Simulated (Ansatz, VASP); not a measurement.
**Two plane-wave programs on TiTe2**

INCAR

```
PREC     = Accurate       # precision mode
ENCUT    = 520            # plane-wave cutoff, eV
EDIFF    = 1E-6           # SCF threshold, eV
ISMEAR   = -1             # smearing method
SIGMA    = 0.02           # smearing width, eV
LREAL    = F              # projectors in reciprocal space
LASPH    = T              # aspherical terms in the spheres
NELM     = 60             # most SCF steps
ALGO     = Normal         # electronic algorithm
ISIF     = 2              # what is computed and relaxed
LWAVE    = F              # write WAVECAR
LCHARG   = F              # write CHGCAR
GGA      = PE             # functional
NBANDS   = 19             # bands
```

KPOINTS

```
regular mesh
0
Gamma
  12 12 4
```

The input POSCAR:

```
TiTe2
1.0
    3.7903816133      0.0000000000      0.0000000000
   -1.8951908066      3.2825667672      0.0000000000
    0.0000000000      0.0000000000      6.5558879230
Ti Te
1 2
Direct
    0.0000000000      0.0000000000      0.0000000000
    0.6666666667      0.3333333333      0.2577957674
    0.3333333333      0.6666666667      0.7422042326
```

Input for Ansatz:

```yaml
crystal:
  lattice:
    - [3.7903816133, 0.0, 0.0]
    - [-1.8951908066, 3.2825667672, 0.0]
    - [0.0, 0.0, 6.555887923]
  atoms:
    - { symbol: Ti, position: [0.0, 0.0, 0.0] }
    - { symbol: Te, position: [0.6666666667, 0.3333333333, 0.2577957674] }
    - { symbol: Te, position: [0.3333333333, 0.6666666667, 0.7422042326] }
kpoints:
  mp_grid: { grid: [12, 12, 4] }
  band_path:
    path:
      - [[0.0, 0.0, 0.0], [0.5, 0.0, 0.0], [0.333333333333, 0.333333333333, 0.0], [0.0, 0.0, 0.0], [0.0, 0.0, 0.5], [0.5, 0.0, 0.5], [0.333333333333, 0.333333333333, 0.5], [0.0, 0.0, 0.5]]
      - [[0.5, 0.0, 0.5], [0.5, 0.0, 0.0]]
      - [[0.333333333333, 0.333333333333, 0.5], [0.333333333333, 0.333333333333, 0.0]]
    npoints: 10
hamiltonian:
  xc: pbe
scf:
  occupations: { method: fermi_dirac, width: 0.02 }
  n_extra_bands: 4
output:
  forces: true
  stress: true
  eigenvalues: true
```

Alike in both runs: task single point; functional PBE; k mesh 12 × 12 × 4; occupations fermi-dirac, width 0.02 eV; no spin polarisation.

|  | VASP | Ansatz |
| --- | --- | --- |
| version | VASP 6.6.1 | Ansatz 0.2.0 |
| potentials or method | VASP PAW PBE potentials, release 64 (Ti_sv, Te) | plane waves, PAW |
| plane-wave cutoff (eV) | 520 | 420 |
| valence electrons in the cell | 24 | 44 |

```tsv
	VASP	Ansatz	Ansatz less VASP
pressure (GPa)	0.9	0.9	+0.02
traceless stress, the component that is largest in VASP (GPa)	0.70	0.70	-0.003
rms of the force components (eV/Å)	0.082	0.077	-0.0043
```

Atom by atom the forces differ by 0.004 eV/Å (rms over components). With one functional, cell and mesh, what is left measures potentials, basis and numerics. VASP's potentials hold 24 valence electrons a cell and Ansatz's 44, so a difference there can come from the potentials and not from the codes.

Neither program's run includes spin-orbit coupling.
